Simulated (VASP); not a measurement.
CoO, 2 atoms in the cell. Symmetry: Fm-3m, No. 225, cubic system. The conventional cell has a = 4.263 Å, b = 4.263 Å, c = 4.263 Å, α = 90.00°, β = 90.00°, γ = 90.00°. Co (site symmetry m-3m) has 6 O at 2.13 Å within 2.8 Å. O (site symmetry m-3m) has 6 Co at 2.13 Å within 2.8 Å. 

```yaml
Program: VASP 6.6.1
Task: single point
Functional: PBE
Potentials_or_basis: VASP PAW PBE potentials, release 64 (Co, O)
Cutoff: 520 eV
k_mesh: 11 × 11 × 11
Occupations: fermi-dirac, width 0.05 eV
Spin: collinear spin, ferromagnetic start
Starting_moments: "[2.0, 0.0] μB"
Dipole_correction: no
Further_INCAR_settings: ALGO = Normal; EDIFF = 1e-07; NBANDS = 18
```

Potentials or basis: VASP PAW PBE potentials, release 64 (Co, O).

Command:

```bash
$ cat potpaw_PBE.64/Co/POTCAR potpaw_PBE.64/O/POTCAR > POTCAR
$ mpirun -np 1 vasp_std > vasp.out
```

Hardware: 1 thread of Intel Xeon 8259CL, on a shared host.

**Question.** Estimate the wall time of this run.

**Answer.** Wall time 59 s on 1 thread of Intel Xeon 8259CL (shared host), peak memory 0.17 GiB. Counts: scf iterations 17, k points 56.
